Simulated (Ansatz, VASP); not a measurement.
**One calculation of O, two programs**

```
CELL_PARAMETERS angstrom
12.00000 0.00000 0.00000
0.00000 12.30000 0.00000
0.00000 0.00000 12.60000
ATOMIC_POSITIONS crystal
O 0.50000 0.50000 0.45159
O 0.50000 0.50000 0.54841
```

Alike in both runs: task relaxation of the atoms; functional PBE; k mesh 1 × 1 × 1; occupations fermi-dirac, width 0.01 eV; collinear spin.

|  | VASP | Ansatz |
| --- | --- | --- |
| version | VASP 6.6.1 | Ansatz 0.2.0 |
| potentials or method | VASP PAW PBE potentials, release 64 (O), cutoff 520 eV | plane waves (420 eV) with PAW, scalar-relativistic |
| valence electrons in the cell | 12 | 12 |

VASP gave:

* net moment per atom (μB): 1.00
* size of the moment on the site where the two differ most (μB): 0.81

Task: Which values does Ansatz return?

Result: net moment per atom (μB): 1.00; size of the moment on the site where the two differ most (μB): 0.56.

Site moments also hang on the region over which each program counts them. Ansatz's warnings: end state compared.

Noted on VASP's run: the standard files for N, O and F lose accuracy on very short bonds.
